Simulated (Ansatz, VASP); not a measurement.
# NaB4 in VASP and in Ansatz

```
Na B
1.0
     4.56839    0.00000    0.00000
    -2.28419    3.95634    0.00000
     0.00000    0.00000    3.18564
Na B
1 4
Direct
  0.66667 0.33333 0.50000
  0.33333 0.66667 0.24933
  0.33333 0.66667 0.75067
  0.00000 0.00000 0.24933
  0.00000 0.00000 0.75067
```

Alike in both runs: functional PBE; k mesh 5 × 5 × 4; occupations gaussian, width 0.2 eV; no spin polarisation.

Ansatz relaxed the structure, and its values are those at the end. VASP's run is a single point on that final structure, the one shown.

```csv
,VASP,Ansatz
version,VASP 6.6.1,Ansatz 0.2.0
potentials or method,"VASP PAW PBE potentials, release 64 (Na_pv, B), cutoff 500 eV","scalar-relativistic, plane waves, PAW"
valence electrons in the cell,19,21
```

```csv
,VASP,Ansatz,Ansatz less VASP
gap on the k mesh at the Fermi level (eV),none,none,-
pressure (GPa),-0.1,-0.1,+0.01
```

A gap of «none» marks a metal or a gap that the smearing closes. VASP's potentials hold 19 valence electrons a cell and Ansatz's 21, so a difference there can come from the potentials and not from the codes.

The k mesh is coarse, so the values compare programs but aren't converged.
